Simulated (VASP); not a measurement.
# Os (P6_3/mmc) in VASP: notebook

Runs on Os. Level: PBE. Tasks: relaxation of shape and atoms at fixed volume.

Everything below comes from runs of VASP 6.6.1. Logs are shortened: lines on timing, memory, paths and dates and some standing lists are left out, and cuts for length are marked.

## Step 1: The cell of the first run

Symmetry: P6_3/mmc, No. 194, hexagonal system. Conventional cell: a = 2.665 Å, b = 2.665 Å, c = 4.225 Å, α = 90.00°, β = 90.00°, γ = 120.00°. Os (site symmetry -6m2) has 12 Os at 2.61 to 2.66 Å within 3.4 Å.

## Step 2: Relaxation of shape and atoms at fixed volume, PBE (12.99 Å³/atom)

INCAR reads:

```
SYSTEM = Os
ALGO = Normal
EDIFF = 1E-7
EDIFFG = -0.01
ENCUT = 600
GGA = PE
IBRION = 2
ISIF = 4
ISMEAR = 0
LASPH = .True.
LCHARG = .False.
LREAL = .False.
LWAVE = .False.
NELM = 80
NSW = 50
PREC = Accurate
SIGMA = 0.1
```

KPOINTS reads:

```
k-points
0
Gamma
  18 18 10
  0 0 0
```

POSCAR reads:

```
Os
1.0
    2.6649574538      0.0000000000      0.0000000000
   -1.3324787269      2.3079208550      0.0000000000
    0.0000000000      0.0000000000      4.2245711909
Os
2
Direct
    0.3333333333      0.6666666667      0.2500000000
    0.6666666667      0.3333333333      0.7500000000
```

Potentials or basis: VASP PAW PBE potentials, release 64 (Os).

Launch:

```sh
cat potpaw_PBE.64/Os/POTCAR > POTCAR
mpirun -np 1 vasp_std > vasp.out
```

OUTCAR:

```text
SYSTEM = Os
   EDIFF = 1E-7
   EDIFFG = -0.01
   ENCUT = 600
   GGA = PE
   IBRION = 2
   ISIF = 4
   ISMEAR = 0
   LASPH = .True.
   LREAL = .False.
   NELM = 80
   NSW = 50
   PREC = Accurate

 ion  position               nearest neighbor table
   1  0.333  0.667  0.250-   2 2.61   2 2.61   2 2.61   2 2.61   2 2.61   2 2.61
   2  0.667  0.333  0.750-   1 2.61   1 2.61   1 2.61   1 2.61   1 2.61   1 2.61

  LATTYP: Found a hexagonal cell.
 ALAT       =     2.6649574538
 C/A-ratio  =     1.5852302576

  Lattice vectors:

 A1 = (   2.6649574538,   0.0000000000,   0.0000000000)
 A2 = (  -1.3324787269,   2.3079208550,   0.0000000000)
 A3 = (   0.0000000000,   0.0000000000,   4.2245711909)

Analysis of symmetry for initial positions (statically):
=====================================================================
 Subroutine PRICEL returns:
 Original cell was already a primitive cell.

 Routine SETGRP: Setting up the symmetry group for a
 hexagonal supercell.

 Subroutine GETGRP returns: Found 24 space group operations
 (whereof 12 operations were pure point group operations)
 out of a pool of 24 trial point group operations.

The static configuration has the point symmetry D_3d.
 The point group associated with its full space group is D_6h.

Analysis of symmetry for dynamics (positions and initial velocities):
=====================================================================
 Subroutine PRICEL returns:
 Original cell was already a primitive cell.

 Routine SETGRP: Setting up the symmetry group for a
 hexagonal supercell.

 Subroutine GETGRP returns: Found 24 space group operations
 (whereof 12 operations were pure point group operations)
 out of a pool of 24 trial point group operations.

The dynamic configuration has the point symmetry D_3d.
 The point group associated with its full space group is D_6h.

 Subroutine INISYM returns: Found 24 space group operations
 (whereof 12 operations are pure point group operations),
 and found     1 'primitive' translations

----------------------------------------------------------------------------------------

                                     Primitive cell

  volume of cell :      25.9833

  direct lattice vectors                    reciprocal lattice vectors
     2.664957454  0.000000000  0.000000000     0.375240512  0.216645211  0.000000000
    -1.332478727  2.307920855  0.000000000     0.000000000  0.433290421  0.000000000
     0.000000000  0.000000000  4.224571191     0.000000000  0.000000000  0.236710415

  length of vectors
     2.664957454  2.664957454  4.224571191     0.433290421  0.433290421  0.236710415

  position of ions in fractional coordinates (direct lattice)
     0.333333333  0.666666667  0.250000000
     0.666666667  0.333333333  0.750000000

  ion indices of the primitive-cell ions
   primitive index   ion index
                 1           1
                 2           2

----------------------------------------------------------------------------------------

 KPOINTS: k-points

Automatic generation of k-mesh.
 Grid dimensions read from file:
 generate k-points for:   18   18   10

 Generating k-lattice:

  Cartesian coordinates                     Fractional coordinates (reciprocal lattice)
     0.020846695  0.012035845  0.000000000     0.055555556  0.000000000  0.000000000
     0.000000000  0.024071690  0.000000000     0.000000000  0.055555556  0.000000000
     0.000000000  0.000000000  0.023671042     0.000000000  0.000000000  0.100000000

  Length of vectors
     0.024071690  0.024071690  0.023671042

  Shift w.r.t. Gamma in fractional coordinates (k-lattice)
     0.000000000  0.000000000  0.000000000

 Subroutine IBZKPT returns following result:
 ===========================================

 Found    222 irreducible k-points:

 Following reciprocal coordinates:
            Coordinates               Weight
  0.000000  0.000000  0.000000      1.000000
  0.055556  0.000000  0.000000      6.000000
  0.111111  0.000000  0.000000      6.000000
  0.166667 -0.000000  0.000000      6.000000
  0.222222 -0.000000  0.000000      6.000000
  0.277778 -0.000000  0.000000      6.000000
[... 16 lines left out ...]
  0.333333  0.111111  0.000000     12.000000
  0.388889  0.111111  0.000000     12.000000
 [... further k-points ...]
   k-points           NKPTS =    222   k-points in BZ     NKDIM =    222   number of bands    NBANDS=     12
   number of dos      NEDOS =    301   number of ions     NIONS =      2
   total plane-waves  NPLWV =  20736
   dimension x,y,z NGX =    24 NGY =   24 NGZ =   36
   dimension x,y,z NGXF=    48 NGYF=   48 NGZF=   72
   ions per type =               2
   NGX,Y,Z   is equivalent  to a cutoff of  14.97, 14.97, 14.17 a.u.
   NGXF,Y,Z  is equivalent  to a cutoff of  29.94, 29.94, 28.33 a.u.
 SYSTEM =  Os
   PREC   = accura    normal or accurate (medium, high low for compatibility)
   ISTART =      0    job   : 0-new  1-cont  2-samecut
   ICHARG =      2    charge: 1-file 2-atom 10-const
   ISPIN  =      1    spin polarized calculation?
   LNONCOLLINEAR =      F non collinear calculations
   LSORBIT =      F    spin-orbit coupling
   LASPH  =      T    aspherical Exc in radial PAW
   ENCUT  =  600.0 eV  44.10 Ry    6.64 a.u.   5.32  5.32  8.44*2*pi/ulx,y,z
   NELM   =     80;   NELMIN=  2; NELMDL= -5     # of ELM steps
   EDIFF  = 0.1E-06   stopping-criterion for ELM
   LREAL  =      F    real-space projection
   EDIFFG = -.1E-01   stopping-criterion for IOM
   NSW    =     50    number of steps for IOM
   IBRION =      2    ionic relax: 0-MD 1-quasi-New 2-CG
   NFREE  =      1    steps in history (QN), initial steepest desc. (CG)
   ISIF   =      4    stress and relaxation
   ISYM   =      2    0-nonsym 1-usesym 2-fastsym
   POTIM  = 0.5000    time-step for ionic-motion
   TEBEG  =    0.0;   TEEND  =   0.0 temperature during run
   PSTRESS=    0.0 pullay stress
   NELECT =      16.0000    total number of electrons
   NUPDOWN=      -1.0000    fix difference up-down
   EMIN   =  10.00;   EMAX   =-10.00  energy-range for DOS
   EFERMI =   0.00;   METHOD = LEGACY
   ISMEAR =     0;   SIGMA  =   0.10  broadening in eV -4-tet -1-fermi 0-gaus
   EFERMI_NEDOS =   21; number of points for ismear=-14 and -15
   IALGO  =     38    algorithm
   IMIX   =      4    mixing-type and parameters
     AMIX     =   0.40;   BMIX     =  1.00
     AMIX_MAG =   1.60;   BMIX_MAG =  1.00
  volume/ion in A,a.u.               =      12.99        87.67
  Fermi-wavevector in a.u.,A,eV,Ry     =   1.392783  2.631979 26.393198  1.939845
  Thomas-Fermi vector in A             =   2.516493
   LORBIT       =      0    0 simple, 1 ext, 2 COOP (PROOUT), +10 PAW based schemes
   GGA     = PE    functional components
   LHFCALC =     F    Hartree Fock is set to
   AEXX    =    0.0000 exact exchange contribution
   IVDW    =     0    specifies the selected vdW correction
   LEPSILON=     F    determine dielectric tensor
   LRPA    =     F    only Hartree local field effects (RPA)
 conjugate gradient relaxation of ions
 non-spin polarized calculation
 Gauss-broadening in eV      SIGMA  =   0.10
  energy-cutoff  :      600.00
  volume of cell :       25.98
 maximum number of plane-waves:       884
 NGX is ok and might be reduce to    24
   NGX = 11   NGY = 11   NGZ = 17

--------------------------------------- Ionic step        1  -------------------------------------------

 number of electron      16.0000000 magnetization

 Free energy of the ion-electron system (eV)
  ---------------------------------------------------
  ext. energy  EPLUGINS =         0.00000000
  ---------------------------------------------------
  free energy    TOTEN  =       -22.14857246 eV

  energy without entropy =      -22.14182605  energy(sigma->0) =      -22.14519925

------------------------ aborting loop because EDIFF is reached ----------------------------------------

  FORCE on cell =-STRESS in cart. coord.  units (eV):
  Direction    XX          YY          ZZ          XY          YZ          ZX
  --------------------------------------------------------------------------------------
  -------------------------------------------------------------------------------------
  Total        7.7550548      7.7550548      7.9039647     -0.0000000     -0.0000000      0.0000000
  in kB      478.1912519    478.1912519    487.3733163     -0.0000000     -0.0000000      0.0000000
  external PRESSURE =     481.2519400 kB  Pullay stress =       0.0000000 kB

 VOLUME and BASIS-vectors are now :
 -----------------------------------------------------------------------------
  energy-cutoff  :      600.00
  volume of cell :       25.98
      direct lattice vectors                 reciprocal lattice vectors
     2.664957454  0.000000000  0.000000000     0.375240512  0.216645211  0.000000000
    -1.332478727  2.307920855  0.000000000     0.000000000  0.433290421  0.000000000
     0.000000000  0.000000000  4.224571191     0.000000000  0.000000000  0.236710415
[... 37 lines left out ...]
 POSITION                                       TOTAL-FORCE (eV/Angst)
 -----------------------------------------------------------------------------------
     -0.00000      1.53677      1.05867        -0.000000     -0.000000      0.000000
      1.33089      0.76839      3.17602         0.000000      0.000000      0.000000
 -----------------------------------------------------------------------------------
    total drift:                               -0.000000      0.000000     -0.000000

  FREE ENERGIE OF THE ION-ELECTRON SYSTEM (eV)
  ---------------------------------------------------
  free  energy   TOTEN  =       -22.1483964732 eV

  energy  without entropy=      -22.1418205726  energy(sigma->0) =      -22.14510852

--------------------------------------- Ionic step        3  -------------------------------------------

 number of electron      16.0000000 magnetization

 Free energy of the ion-electron system (eV)
  ---------------------------------------------------
  ext. energy  EPLUGINS =         0.00000000
  ---------------------------------------------------
  free energy    TOTEN  =       -22.14863193 eV

  energy without entropy =      -22.14194519  energy(sigma->0) =      -22.14528856

 E-fermi :  10.6353     XC(G=0): -14.4891

 val. band max:       10.6334461363   @ k =   0.0000   0.0000   0.0000
 cond. band min:      10.6560576896   @ k =   0.3333   0.1667   0.3000
 fundamental gap:      0.0226115533
 Fermi energy:        10.6352987873

 k-point     1 :       0.0000    0.0000    0.0000
  band No.  band energies     occupation
      1      -0.9947      2.00000
      2       2.0970      2.00000
      3       7.2210      2.00000
      4       7.2210      2.00000
      5       7.4546      2.00000
      6       8.1592      2.00000
      7       8.1592      2.00000
      8       8.9474      2.00000
      9       8.9474      2.00000
     10      10.6334      1.02090
     11      12.5253      0.00000
     12      12.5253      0.00000

 k-point     2 :       0.0556    0.0000    0.0000
  band No.  band energies     occupation
      1      -0.8573      2.00000
      2       2.2209      2.00000
      3       6.8903      2.00000
      4       7.3441      2.00000
      5       7.7449      2.00000
      6       8.0716      2.00000
      7       8.2750      2.00000
      8       8.7717      2.00000
      9       8.8440      2.00000
     10       9.9888      2.00000
     11      12.5994      0.00000
     12      13.3712      0.00000
[... 316 lines left out ...]
 k-point    24 :       0.3889    0.1111    0.0000
  band No.  band energies     occupation
      1       3.1002      2.00000
      2       3.3586      2.00000
      3       3.5589      2.00000
      4       6.6347      2.00000
      5       6.8735      2.00000
      6       7.7281      2.00000
      7       8.4895      2.00000
      8      12.4236      0.00000
      9      12.9387      0.00000
     10      13.4417      0.00000
     11      15.0674      0.00000
     12      18.3386      0.00000

 [... further k-points ...]

------------------------ aborting loop because EDIFF is reached ----------------------------------------

  FORCE on cell =-STRESS in cart. coord.  units (eV):
  Direction    XX          YY          ZZ          XY          YZ          ZX
  --------------------------------------------------------------------------------------
  -------------------------------------------------------------------------------------
  Total        7.8001430      7.8001430      7.8012061      0.0000000      0.0000000      0.0000000
  in kB      480.9714749    480.9714749    481.0370285      0.0000000      0.0000000      0.0000000
  external PRESSURE =     480.9933261 kB  Pullay stress =       0.0000000 kB

 VOLUME and BASIS-vectors are now :
 -----------------------------------------------------------------------------
  energy-cutoff  :      600.00
  volume of cell :       25.98
      direct lattice vectors                 reciprocal lattice vectors
     2.663889713  0.000000000  0.000000000     0.375390916  0.216732047  0.000000000
    -1.331944856  2.306996164  0.000000000     0.000000000  0.433464093  0.000000000
     0.000000000 -0.000000000  4.227958458     0.000000000 -0.000000000  0.236520772

 POSITION                                       TOTAL-FORCE (eV/Angst)
 -----------------------------------------------------------------------------------
     -0.00000      1.53800      1.05699        -0.000000     -0.000000      0.000000
      1.33194      0.76900      3.17097         0.000000      0.000000      0.000000
 -----------------------------------------------------------------------------------
    total drift:                               -0.000000      0.000000     -0.000000

  FREE ENERGIE OF THE ION-ELECTRON SYSTEM (eV)
  ---------------------------------------------------
  free  energy   TOTEN  =       -22.1486319317 eV

  energy  without entropy=      -22.1419451936  energy(sigma->0) =      -22.14528856

 reached required accuracy - stopping structural energy minimisation
```

It took 81 s on 1 thread of AMD EPYC 9R45 (Zen 5), shared host; peak memory 0.18 GiB.

What came out:

```
Free energy               : -22.1486 eV
Energy gained by relaxing : 0.0 meV/atom
Ionic steps               : 3
Pressure after relaxing   : 48.1 GPa
Band gap on the k mesh    : zero (bands 8 and 9 overlap by 4.46 eV)
```

Final structure:
```yaml
crystal:
  lattice:
    - [2.66389, 0.00000, 0.00000]
    - [-1.33194, 2.30700, 0.00000]
    - [0.00000, 0.00000, 4.22796]
  atoms:
    - { symbol: Os, position: [0.33333, 0.66667, 0.25000] }
    - { symbol: Os, position: [0.66667, 0.33333, 0.75000] }
```

Levels at points of the mesh, in eV from the Fermi level:
```
           k point  band 5  band 6  band 7  band 8  band 9  band 10  band 11  band 12
(0.00, 0.00, 0.00)   -3.18   -2.48   -2.48   -1.69   -1.69     0.00     1.89     1.89
(0.50, 0.00, 0.00)   -3.08   -2.86   -2.10    2.36    2.99     3.07     4.96     6.34
(0.00, 0.00, 0.50)   -3.61   -3.61   -3.61   -3.61    1.02     1.02     1.02     1.02
(0.50, 0.00, 0.50)   -1.33   -1.33   -0.15   -0.15    2.73     2.73     3.68     3.68
```

Caveat: spin-orbit coupling is left out, which moves the levels of the heavy elements.

## Step 3: Relaxation of shape and atoms at fixed volume, PBE (13.42 Å³/atom)

This run uses another cell than the first one, of 13.42 Å³/atom.

INCAR reads:

```
  PREC = Accurate
  ENCUT = 600
  EDIFF = 1E-6
  ISMEAR = 0
  SIGMA = 0.1
  LREAL = F
  LASPH = T
  NELM = 80
  ALGO = Normal
  ISIF = 4
  LWAVE = F
  LCHARG = F
  GGA = PE
  IBRION = 2
  NSW = 50
  EDIFFG = -0.01
```

KPOINTS reads:

```
Automatic mesh
0
Gamma
  18 18 10
```

POSCAR reads:

```
Os
1.0
    2.6952188260      0.0000000000      0.0000000000
   -1.3476094130      2.3341279721      0.0000000000
    0.0000000000      0.0000000000      4.2664002005
Os
2
Direct
    0.3333333333      0.6666666667      0.2500000000
    0.6666666667      0.3333333333      0.7500000000
```

Potentials or basis: VASP PAW PBE potentials, release 64 (Os).

Launch:

```sh
cat potpaw_PBE.64/Os/POTCAR > POTCAR
mpirun -np 1 vasp_std > vasp.out
```

Run time: 74 s. Hardware: 1 thread of AMD EPYC 9R45 (Zen 5), shared host; peak memory 0.19 GiB.

It converged, with:

| Property | Result |
| --- | --- |
| Free energy | -22.3538 eV |
| Energy gained by relaxing | 0.0 meV/atom |
| Ionic steps | 3 |
| Pressure after relaxing | 29.1 GPa |
| Band gap on the k mesh | zero (bands 8 and 9 overlap by 4.23 eV) |

Final structure:
```cif
data_structure
_symmetry_space_group_name_H-M 'P 1'
_symmetry_Int_Tables_number 1
_cell_length_a 2.6941
_cell_length_b 2.6941
_cell_length_c 4.2699
_cell_angle_alpha 90.000
_cell_angle_beta 90.000
_cell_angle_gamma 120.000
_cell_volume 26.84
loop_
_atom_site_label
_atom_site_type_symbol
_atom_site_fract_x
_atom_site_fract_y
_atom_site_fract_z
_atom_site_occupancy
Os1 Os 0.33333 0.66667 0.25000 1
Os2 Os 0.66667 0.33333 0.75000 1
```

Levels at points of the mesh, in eV from the Fermi level:
| k point | band 4 | band 5 | band 6 | band 7 | band 8 | band 9 | band 10 | band 11 | band 12 |
| --- | --- | --- | --- | --- | --- | --- | --- | --- | --- |
| (0.00, 0.00, 0.00) | -3.25 | -3.02 | -2.36 | -2.36 | -1.63 | -1.63 | 0.00 | 1.80 | 1.80 |
| (0.50, 0.00, 0.00) | -3.75 | -3.01 | -2.74 | -2.01 | 2.22 | 2.81 | 2.91 | 4.72 | 6.06 |
| (0.00, 0.00, 0.50) | -3.79 | -3.45 | -3.45 | -3.45 | -3.45 | 0.96 | 0.96 | 0.96 | 0.96 |
| (0.50, 0.00, 0.50) | -5.68 | -1.27 | -1.27 | -0.16 | -0.16 | 2.57 | 2.57 | 3.51 | 3.51 |

Caveat: spin-orbit coupling is left out, which moves the levels of the heavy elements.

## Step 4: Relaxation of shape and atoms at fixed volume, PBE (13.85 Å³/atom)

This run uses another cell than the first one, of 13.85 Å³/atom.

INCAR reads:

```
SYSTEM = Os
  PREC = Accurate
  ENCUT = 600
  EDIFF = 1E-6
  ISMEAR = 0
  SIGMA = 0.1
  LREAL = .FALSE.
  LASPH = .TRUE.
  NELM = 100
  ALGO = Fast
  ISIF = 4
  LWAVE = .FALSE.
  LCHARG = .FALSE.
  GGA = PE
  IBRION = 2
  NSW = 50
  EDIFFG = -0.01
```

KPOINTS reads:

```
Automatic mesh
0
G
  18 18 10
  0 0 0
```

POSCAR reads:

```
Os
1.0
    2.7249829598      0.0000000000      0.0000000000
   -1.3624914799      2.3599044681      0.0000000000
    0.0000000000      0.0000000000      4.3069115524
Os
2
Direct
    0.3333333333      0.6666666667      0.2500000000
    0.6666666667      0.3333333333      0.7500000000
```

Launch:

```sh
cat potpaw_PBE.64/Os/POTCAR > POTCAR
mpirun -np 1 vasp_std > vasp.out
```

Wall time 83 s (1 thread of AMD EPYC 9R45 (Zen 5), shared host); peak memory 0.2 GiB.

Results (log left out):

```yaml
Free_energy: -22.4661 eV
Energy_gained_by_relaxing: 0.0 meV/atom
Ionic_steps: 3
Pressure_after_relaxing: 13.3 GPa
Band_gap_on_the_k_mesh: zero (bands 8 and 9 overlap by 4.01 eV)
```

Final structure:
```
Os
1.0
     2.72378    0.00000    0.00000
    -1.36189    2.35886    0.00000
     0.00000    0.00000    4.31072
Os
2
Direct
  0.33333 0.66667 0.25000
  0.66667 0.33333 0.75000
```

Levels at points of the mesh, in eV from the Fermi level:
```tsv
k point	band 6	band 7	band 8	band 9	band 10	band 11
(0.00, 0.00, 0.00)	-2.25	-2.25	-1.57	-1.57	0.01	1.71
(0.50, 0.00, 0.00)	-2.62	-1.92	2.09	2.65	2.76	4.49
(0.00, 0.00, 0.50)	-3.30	-3.30	-3.30	0.91	0.91	0.91
(0.50, 0.00, 0.50)	-1.22	-0.16	-0.16	2.42	2.42	3.35
```

Caveat: spin-orbit coupling is left out, which moves the levels of the heavy elements.

(Part 1 of 2 ends here.)

The gap in the log of VASP goes by the Fermi energy; the results here count the filled bands.